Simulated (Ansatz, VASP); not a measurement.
# GeCN2: VASP beside Ansatz

Contents of INCAR:

```
  PREC = Accurate
  ENCUT = 520
  EDIFF = 1E-6
  ISMEAR = -1
  SIGMA = 0.05
  LREAL = False
  LASPH = True
  NELM = 150
  ALGO = Normal
  ISIF = 2
  LWAVE = False
  LCHARG = False
  MAGMOM = 0 0 0 0 0 0 0 0 0 0 0 0
  LORBIT = 11
  LSORBIT = True
  GGA_COMPAT = False
  LORBMOM = True
  GGA = PS
  NBANDS = 42
```

The input KPOINTS:

```
Automatic mesh
0
Gamma
  7 7 7
```

File POSCAR:

```
GeCN2
1.0
    1.7937903697      1.0356453528      4.9219572124
   -1.7937903697      1.0356453528      4.9219572124
    0.0000000000     -2.0712907056      4.9219572124
Ge N C
1 2 1
Direct
    0.0000000000      0.0000000000      0.0000000000
    0.5839044000      0.5839044000      0.5839044000
    0.4160956000      0.4160956000      0.4160956000
    0.5000000000      0.5000000000      0.5000000000
```

File input.yaml:

```yaml
crystal:
  lattice:
    - [1.7937903697, 1.0356453528, 4.9219572124]
    - [-1.7937903697, 1.0356453528, 4.9219572124]
    - [0.0, -2.0712907056, 4.9219572124]
  atoms:
    - { symbol: Ge, position: [0.0, 0.0, 0.0] }
    - { symbol: "N", position: [0.5839044, 0.5839044, 0.5839044] }
    - { symbol: "N", position: [0.4160956, 0.4160956, 0.4160956] }
    - { symbol: C, position: [0.5, 0.5, 0.5] }
kpoints:
  mp_grid: { grid: [7, 7, 7] }
  band_path:
    path:
      - [0.0, 0.0, 0.0]
      - [0.5, 0.0, 0.0]
      - [0.5, 0.1961825099, -0.1961825099]
    npoints: 8
scf:
  occupations: { method: fermi_dirac, width: 0.05 }
hamiltonian:
  xc: pbesol
  pseudopotentials: { kind: all_electron, lapw: { basis_error: 0.002 } }
magnetization:
  noncollinear: true
  spin_orbit: true
output:
  forces: true
  stress: true
  eigenvalues: true
```

Alike in both runs: functional PBEsol; k mesh 7 × 7 × 7; occupations fermi-dirac, width 0.05 eV; non-collinear spin, spin-orbit coupling.

```csv
,VASP,Ansatz
version,VASP 6.6.1,Ansatz 0.2.0
potentials or method,"VASP PAW PBE potentials, release 64 (Ge_d, N, C), cutoff 520 eV","all-electron LAPW, relativistic spinors"
task,single point,band structure
```

```csv
,VASP,Ansatz,Ansatz less VASP
pressure (GPa),-3.2,-3.3,-0.15
"traceless stress, the component that is largest in VASP (GPa)",0.54,-0.22,-0.760
rms of the force components (eV/Å),0.077,0.019,-0.0587
net moment per atom (μB),0.00,0.00,0.000
```

VASP's potentials were made for PBE, not for PBEsol. Atom by atom the forces differ by 0.059 eV/Å (rms over components). Ansatz ran all-electron here, and VASP with PAW potentials.

Noted on VASP's run: the standard files for N, O and F lose accuracy on very short bonds.
